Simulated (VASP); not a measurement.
BaTe, 2 atoms in the cell. Symmetry: Fm-3m, No. 225, cubic system. Conventional cell: a = 6.820 Å, b = 6.820 Å, c = 6.820 Å, α = 90.00°, β = 90.00°, γ = 90.00°. Within 4.5 Å of Ba (site symmetry m-3m) lie 6 Te at 3.41 Å. Te (site symmetry m-3m) has 6 Ba at 3.41 Å within 4.5 Å. 

- Program: VASP 6.6.1
- Task: relaxation of cell and atoms
- Functional: r2SCAN
- Potentials or basis: VASP PAW PBE potentials, release 64 (Ba_sv, Te)
- Cutoff: 600 eV
- k mesh: 10 × 10 × 10
- Occupations: fermi-dirac, width 0.05 eV
- Spin: no spin polarisation
- Dipole correction: no
- Further INCAR settings: ALGO = Normal; EDIFF = 1e-06; IBRION = 2; EDIFFG = -0.002; NSW = 100; ISIF = 3

Potentials or basis: VASP PAW PBE potentials, release 64 (Ba_sv, Te).

The run is started by

```bash
$ cat potpaw_PBE.64/Ba_sv/POTCAR potpaw_PBE.64/Te/POTCAR > POTCAR
$ cp INCAR.step1 INCAR
$ mpirun -np 1 vasp_std > vasp.out
$ cp INCAR.step2 INCAR
$ mpirun -np 1 vasp_std > vasp.out
```

Hardware: 1 thread of AMD EPYC 9R45 96-Core Processor (Zen 5) (shared host).

Problem. Estimate the wall time of this run.

Solution. It took 11 min on 1 thread of AMD EPYC 9R45 96-Core Processor (Zen 5) (shared host), peak memory 0.27 GiB. Counts: k points 47, ion steps 5.
